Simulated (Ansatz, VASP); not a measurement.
## ZnO in VASP and in Ansatz

```
Zn O
1.0
     3.28797    0.00000    0.00000
    -1.64398    2.84746    0.00000
     0.00000    0.00000    7.13044
Zn O
2 2
Direct
  0.00000 0.00000 0.25000
  0.00000 0.00000 0.75000
  0.66667 0.33333 0.75000
  0.33333 0.66667 0.25000
```

Alike in both runs: task single point; functional LDA; k mesh 9 × 9 × 4; occupations fermi-dirac, width 0.05 eV; no spin polarisation.

|  | VASP | Ansatz |
| --- | --- | --- |
| version | VASP 6.6.1 | Ansatz 0.2.0 |
| potentials or method | VASP PAW LDA potentials, release 64 (Zn, O) | Ansatz PAW |
| plane-wave cutoff (eV) | 520 | 420 |
| valence electrons in the cell | 36 | 36 |

Ansatz gave:

| Property | Result |
| --- | --- |
| gap on the k mesh at the Fermi level (eV) | 0.75 |
| least direct gap on the mesh (eV) | 0.75 |
| pressure (GPa) | -8.2 |
| traceless stress, the component that is largest in VASP (GPa) | 6.43 |

Problem. What did VASP give for the same quantities?

Solution. gap on the k mesh at the Fermi level (eV): 0.76; least direct gap on the mesh (eV): 0.76; pressure (GPa): -7.4; traceless stress, the component that is largest in VASP (GPa): 5.61.

LDA's correlation is that of Perdew and Zunger in VASP and of Perdew and Wang (1992) in Ansatz.

Noted on Ansatz's run: odd divisions of the mesh miss points on the zone boundary, where band edges often lie, so the gap on the mesh can be too wide.
